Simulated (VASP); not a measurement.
# Pd (I4/mmm) in VASP: further runs, part 3 of 3

VASP 6.6.1.

## Step 6: Single point, PBE (strain +0.1312 x Voigt [1, 1, 0, 0, 0, 0])

File INCAR:

```
PREC = Accurate
ENCUT = 500
EDIFF = 1E-6
ISMEAR = 0
SIGMA = 0.15
LREAL = False
LASPH = True
NELM = 120
ALGO = Normal
ISIF = 2
LWAVE = False
LCHARG = False
GGA = PE
NBANDS = 11
GGA_COMPAT = False
```

File KPOINTS:

```
regular mesh
0
Gamma
  8 8 8
```

File POSCAR:

```
Pd
1.0
    0.0000000000      2.2000708800      1.9449000000
    2.2000708800      0.0000000000      1.9449000000
    2.2000708800      2.2000708800      0.0000000000
Pd
1
Direct
    0.0000000000      0.0000000000      0.0000000000
```

Potentials or basis: VASP PAW PBE potentials, release 64 (Pd).

Run with:

```sh
cat potpaw_PBE.64/Pd/POTCAR > POTCAR
mpirun -np 1 vasp_std > vasp.out
```

OUTCAR:

```text
PREC = Accurate
   ENCUT = 500
   EDIFF = 1E-6
   ISMEAR = 0
   LREAL = False
   LASPH = True
   NELM = 120
   ISIF = 2
   GGA = PE

 ion  position               nearest neighbor table
   1  0.000  0.000  0.000-

  LATTYP: Found a body centered tetragonal cell.
 ALAT       =     3.1113700767
 C/A-ratio  =     1.2501887928

  Lattice vectors:

 A1 = (   0.0000000000,  -2.2000708800,  -1.9449000000)
 A2 = (   0.0000000000,   2.2000708800,  -1.9449000000)
 A3 = (   2.2000708800,   0.0000000000,   1.9449000000)

Analysis of symmetry for initial positions (statically):
=====================================================================
 Subroutine PRICEL returns:
 Original cell was already a primitive cell.

 Routine SETGRP: Setting up the symmetry group for a
 body centered tetragonal supercell.

 Subroutine GETGRP returns: Found 16 space group operations
 (whereof 16 operations were pure point group operations)
 out of a pool of 16 trial point group operations.

The static configuration has the point symmetry D_4h.

Analysis of symmetry for dynamics (positions and initial velocities):
=====================================================================
 Subroutine PRICEL returns:
 Original cell was already a primitive cell.

 Routine SETGRP: Setting up the symmetry group for a
 body centered tetragonal supercell.

 Subroutine GETGRP returns: Found 16 space group operations
 (whereof 16 operations were pure point group operations)
 out of a pool of 16 trial point group operations.

The dynamic configuration has the point symmetry D_4h.

 Subroutine INISYM returns: Found 16 space group operations
 (whereof 16 operations are pure point group operations),
 and found     1 'primitive' translations

----------------------------------------------------------------------------------------

                                     Primitive cell

  volume of cell :      18.8278

  direct lattice vectors                    reciprocal lattice vectors
     0.000000000  2.200070880  1.944900000    -0.227265405  0.227265405  0.257082626
     2.200070880  0.000000000  1.944900000     0.227265405 -0.227265405  0.257082626
     2.200070880  2.200070880  0.000000000     0.227265405  0.227265405 -0.257082626

  length of vectors
     2.936485635  2.936485635  3.111370077     0.411570900  0.411570900  0.411570900

  position of ions in fractional coordinates (direct lattice)
     0.000000000  0.000000000  0.000000000

  ion indices of the primitive-cell ions
   primitive index   ion index
                 1           1

----------------------------------------------------------------------------------------

 KPOINTS: regular mesh

Automatic generation of k-mesh.
 Grid dimensions read from file:
 generate k-points for:    8    8    8

 Generating k-lattice:

  Cartesian coordinates                     Fractional coordinates (reciprocal lattice)
    -0.028408176  0.028408176  0.032135328     0.125000000  0.000000000  0.000000000
     0.028408176 -0.028408176  0.032135328     0.000000000  0.125000000  0.000000000
     0.028408176  0.028408176 -0.032135328     0.000000000  0.000000000  0.125000000

  Length of vectors
     0.051446362  0.051446362  0.051446362

  Shift w.r.t. Gamma in fractional coordinates (k-lattice)
     0.000000000  0.000000000  0.000000000

 Subroutine IBZKPT returns following result:
 ===========================================

 Found     59 irreducible k-points:

 Following reciprocal coordinates:
            Coordinates               Weight
  0.000000  0.000000  0.000000      1.000000
  0.125000  0.000000  0.000000      8.000000
  0.250000  0.000000  0.000000      8.000000
  0.375000  0.000000  0.000000      8.000000
  0.500000  0.000000  0.000000      4.000000
  0.125000  0.125000  0.000000      2.000000
[... 16 lines left out ...]
  0.250000  0.000000  0.125000     16.000000
  0.375000  0.000000  0.125000     16.000000
 [... further k-points ...]
   k-points           NKPTS =     59   k-points in BZ     NKDIM =     59   number of bands    NBANDS=     11
   number of dos      NEDOS =    301   number of ions     NIONS =      1
   total plane-waves  NPLWV =  13824
   dimension x,y,z NGX =    24 NGY =   24 NGZ =   24
   dimension x,y,z NGXF=    48 NGYF=   48 NGZF=   48
   ions per type =               1
   NGX,Y,Z   is equivalent  to a cutoff of  13.59, 13.59, 12.82 a.u.
   NGXF,Y,Z  is equivalent  to a cutoff of  27.17, 27.17, 25.65 a.u.
 SYSTEM =  unknown system
   PREC   = accura    normal or accurate (medium, high low for compatibility)
   ISTART =      0    job   : 0-new  1-cont  2-samecut
   ICHARG =      2    charge: 1-file 2-atom 10-const
   ISPIN  =      1    spin polarized calculation?
   LNONCOLLINEAR =      F non collinear calculations
   LSORBIT =      F    spin-orbit coupling
   LASPH  =      T    aspherical Exc in radial PAW
   ENCUT  =  500.0 eV  36.75 Ry    6.06 a.u.   5.35  5.35  5.67*2*pi/ulx,y,z
   NELM   =    120;   NELMIN=  2; NELMDL= -5     # of ELM steps
   EDIFF  = 0.1E-05   stopping-criterion for ELM
   LREAL  =      F    real-space projection
   EDIFFG = 0.1E-04   stopping-criterion for IOM
   NSW    =      0    number of steps for IOM
   IBRION =     -1    ionic relax: 0-MD 1-quasi-New 2-CG
   NFREE  =      0    steps in history (QN), initial steepest desc. (CG)
   ISIF   =      2    stress and relaxation
   ISYM   =      2    0-nonsym 1-usesym 2-fastsym
   POTIM  = 0.5000    time-step for ionic-motion
   TEBEG  =    0.0;   TEEND  =   0.0 temperature during run
   PSTRESS=    0.0 pullay stress
   NELECT =      10.0000    total number of electrons
   NUPDOWN=      -1.0000    fix difference up-down
   EMIN   =  10.00;   EMAX   =-10.00  energy-range for DOS
   EFERMI =   0.00;   METHOD = LEGACY
   ISMEAR =     0;   SIGMA  =   0.15  broadening in eV -4-tet -1-fermi 0-gaus
   EFERMI_NEDOS =   21; number of points for ismear=-14 and -15
   IALGO  =     38    algorithm
   IMIX   =      4    mixing-type and parameters
     AMIX     =   0.40;   BMIX     =  1.00
     AMIX_MAG =   1.60;   BMIX_MAG =  1.00
  volume/ion in A,a.u.               =      18.83       127.06
  Fermi-wavevector in a.u.,A,eV,Ry     =   1.325790  2.505379 23.915208  1.757718
  Thomas-Fermi vector in A             =   2.455224
   LORBIT       =      0    0 simple, 1 ext, 2 COOP (PROOUT), +10 PAW based schemes
   GGA     = PE    functional components
   LHFCALC =     F    Hartree Fock is set to
   AEXX    =    0.0000 exact exchange contribution
   IVDW    =     0    specifies the selected vdW correction
   LEPSILON=     F    determine dielectric tensor
   LRPA    =     F    only Hartree local field effects (RPA)
 non-spin polarized calculation
 Gauss-broadening in eV      SIGMA  =   0.15
  energy-cutoff  :      500.00
  volume of cell :       18.83
 maximum number of plane-waves:       495
 NGX is ok and might be reduce to    24
   NGX = 11   NGY = 11   NGZ = 11

 number of electron      10.0000002 magnetization

 Free energy of the ion-electron system (eV)
  ---------------------------------------------------
  ext. energy  EPLUGINS =         0.00000000
  ---------------------------------------------------
  free energy    TOTEN  =        -4.94373600 eV

  energy without entropy =       -4.92039382  energy(sigma->0) =       -4.93206491

 E-fermi :   6.2376     XC(G=0): -11.7106

 val. band max:        6.1692973168   @ k =   0.5000   0.5000   0.0000
 cond. band min:       6.2411628217   @ k =  -0.3750   0.3750   0.1250
 fundamental gap:      0.0718655050
 Fermi energy:         6.2376498902

 k-point     1 :       0.0000    0.0000    0.0000
  band No.  band energies     occupation
      1       0.7726      2.00000
      2       4.1041      2.00000
      3       4.1041      2.00000
      4       4.8170      2.00000
      5       4.9545      2.00000
      6       5.6738      2.00000
      7      23.2210      0.00000
      8      25.8802      0.00000
      9      25.8802      0.00000
     10      27.6132      0.00000
     11      30.9434      0.00000

 k-point     2 :       0.1250    0.0000    0.0000
  band No.  band energies     occupation
      1       1.2243      2.00000
      2       4.1018      2.00000
      3       4.2044      2.00000
      4       4.8211      2.00000
      5       4.9846      2.00000
      6       5.5963      2.00000
      7      22.8461      0.00000
      8      24.1867      0.00000
      9      26.1534      0.00000
     10      27.1509      0.00000
     11      29.5772      0.00000
[... 295 lines left out ...]
 k-point    24 :       0.3750    0.0000    0.1250
  band No.  band energies     occupation
      1       2.8204      2.00000
      2       4.0613      2.00000
      3       4.3516      2.00000
      4       4.9059      2.00000
      5       5.9572      1.99182
      6       6.4559      0.03964
      7      16.3315      0.00000
      8      22.0473      0.00000
      9      23.3173      0.00000
     10      25.2826      0.00000
     11      29.8343      0.00000

 [... further k-points ...]
[... 5 lines left out ...]
  --------------------------------------------------------------------------------------
  -------------------------------------------------------------------------------------
  Total       -2.2882141     -2.2882141     -2.0957014      0.0000000      0.0000000      0.0000000
  in kB     -194.7182305   -194.7182305   -178.3361438      0.0000000      0.0000000      0.0000000
  external PRESSURE =    -189.2575349 kB  Pullay stress =       0.0000000 kB

 VOLUME and BASIS-vectors are now :
 -----------------------------------------------------------------------------
  energy-cutoff  :      500.00
  volume of cell :       18.83
      direct lattice vectors                 reciprocal lattice vectors
     0.000000000  2.200070880  1.944900000    -0.227265405  0.227265405  0.257082626
     2.200070880  0.000000000  1.944900000     0.227265405 -0.227265405  0.257082626
     2.200070880  2.200070880  0.000000000     0.227265405  0.227265405 -0.257082626

 POSITION                                       TOTAL-FORCE (eV/Angst)
 -----------------------------------------------------------------------------------
      0.00000      0.00000      0.00000         0.000000      0.000000      0.000000
 -----------------------------------------------------------------------------------
    total drift:                               -0.000000      0.000000      0.000000

  FREE ENERGIE OF THE ION-ELECTRON SYSTEM (eV)
  ---------------------------------------------------
  free  energy   TOTEN  =        -4.9437360037 eV

  energy  without entropy=       -4.9203938243  energy(sigma->0) =       -4.93206491
```

Run time: 15 s. Hardware: 1 thread of Intel Xeon 8259CL, shared host; peak memory 0.14 GiB.

What came out:

```yaml
Free_energy: -4.9437 eV
Pressure: -18.9 GPa
Band_gap_on_the_k_mesh: zero (band 5 reaches 6.57 eV, above the bottom of band 6 at 5.47 eV)
```

Caveat: the cell differs from its parent crystal (strain +0.1312 x Voigt [1, 1, 0, 0, 0, 0]).

## Step 7: Single point, PBE (strain +0.1500 x Voigt [1, 1, 0, 0, 0, 0])

File INCAR:

```
SYSTEM = Pd
ALGO = Normal ; EDIFF = 1E-6
ENCUT = 500 ; GGA = PE
GGA_COMPAT = .FALSE. ; ISIF = 2
ISMEAR = 0 ; LASPH = .TRUE.
LCHARG = .FALSE. ; LREAL = .FALSE.
LWAVE = .FALSE. ; NBANDS = 11
NELM = 120 ; PREC = Accurate
SIGMA = 0.15
```

File KPOINTS:

```
k-points
0
G
  8 8 8
  0 0 0
```

File POSCAR:

```
Pd
1.0
    0.0000000000      2.2366350000      1.9449000000
    2.2366350000      0.0000000000      1.9449000000
    2.2366350000      2.2366350000      0.0000000000
Pd
1
Direct
    0.0000000000      0.0000000000      0.0000000000
```

Run with:

```sh
cat potpaw_PBE.64/Pd/POTCAR > POTCAR
mpirun -np 1 vasp_std > vasp.out
```

It took 14 s on 1 thread of Intel Xeon 8259CL, shared host; peak memory 0.14 GiB.

The run converged. Its results:

* Free energy: -4.8649 eV
* Pressure: -20.0 GPa
* Band gap on the k mesh: zero (band 5 reaches 6.15 eV, above the bottom of band 6 at 5.10 eV)

Stress tensor (GPa, compression positive):
```
-20.54   0.00   0.00
  0.00 -20.54   0.00
  0.00   0.00 -18.95
```

Levels at points of the mesh, in eV from the Fermi level:
| k point | band 2 | band 3 | band 4 | band 5 | band 6 | band 7 | band 8 | band 9 |
| --- | --- | --- | --- | --- | --- | --- | --- | --- |
| (0.00, 0.00, 0.00) | -2.03 | -2.03 | -1.28 | -1.27 | -0.51 | 16.96 | 19.37 | 19.37 |
| (0.50, 0.00, 0.00) | -2.25 | -1.41 | -0.27 | 0.13 | 1.60 | 5.49 | 15.36 | 16.86 |
| (0.50, 0.50, 0.00) | -3.29 | -0.06 | 0.15 | 0.15 | 5.01 | 10.19 | 10.19 | 10.43 |
| (0.50, 0.00, 0.50) | -3.21 | -0.18 | -0.15 | 0.32 | 2.69 | 7.22 | 12.50 | 12.73 |

Caveat: the cell differs from its parent crystal (strain +0.1500 x Voigt [1, 1, 0, 0, 0, 0]).

## Step 8: The runs side by side

```csv
cell,gap on the mesh (eV),pressure (GPa)
"a = 2.553, b = 2.553, c = 2.338 Å, angles 62.7, 62.7, 54.5°, 1 atom",none,169.5
"a = 2.600, b = 2.600, c = 2.441 Å, angles 62.0, 62.0, 56.0°, 1 atom",none,102.4
"a = 2.856, b = 2.856, c = 2.957 Å, angles 58.8, 58.8, 62.4°, 1 atom",none,-12.6
"a = 2.909, b = 2.909, c = 3.060 Å, angles 58.3, 58.3, 63.5°, 1 atom",none,-17.4
"a = 2.936, b = 2.936, c = 3.111 Å, angles 58.0, 58.0, 64.0°, 1 atom",none,-18.9
"a = 2.964, b = 2.964, c = 3.163 Å, angles 57.8, 57.8, 64.5°, 1 atom",none,-20.0
```

Alike in all rows: task single point; level PBE; potentials or basis VASP PAW PBE potentials, release 64 (Pd); no spin polarisation; k mesh 8 × 8 × 8; cutoff (eV) 500; smearing gaussian 0.15 eV.

Caveats: some runs use coarse meshes.

Absolute energies hang on the potentials; compare differences alone.
